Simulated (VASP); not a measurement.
A run of VASP 6.6.1:

Contents of INCAR:

```
ALGO = Normal
EDIFF = 1E-8
ENCUT = 600
IBRION = 6
ISIF = 3
ISMEAR = -1
LASPH = T
LCHARG = T
LREAL = F
LWAVE = F
NBANDS = 13
NELM = 80
NFREE = 2
NSW = 1
POTIM = 0.015
PREC = Accurate
SIGMA = 0.1
```

The input KPOINTS:

```
k-points
0
Gamma
  14 14 14
```

File POSCAR:

```
AlIr
1.0
    2.9697314270      0.0000000000      0.0000000000
    0.0000000000      2.9697314270      0.0000000000
    0.0000000000      0.0000000000      2.9697314270
Al Ir
1 1
Direct
    0.0000000000      0.0000000000      0.0000000000
    0.5000000000      0.5000000000      0.5000000000
```

Potentials or basis: VASP PAW LDA potentials, release 64 (Al, Ir).

Command:

```sh
$ cat potpaw_LDA.64/Al/POTCAR potpaw_LDA.64/Ir/POTCAR > POTCAR
$ mpirun -np 1 vasp_std > vasp.out
```

Hardware: 1 thread of AMD EPYC 7R13, on a shared host.

Task: Estimate the wall time of this run.

Result: It took 26 min on 1 thread of AMD EPYC 7R13, with other jobs on the host, peak memory 0.65 GiB. Counts: scf iterations 156, k points 120.
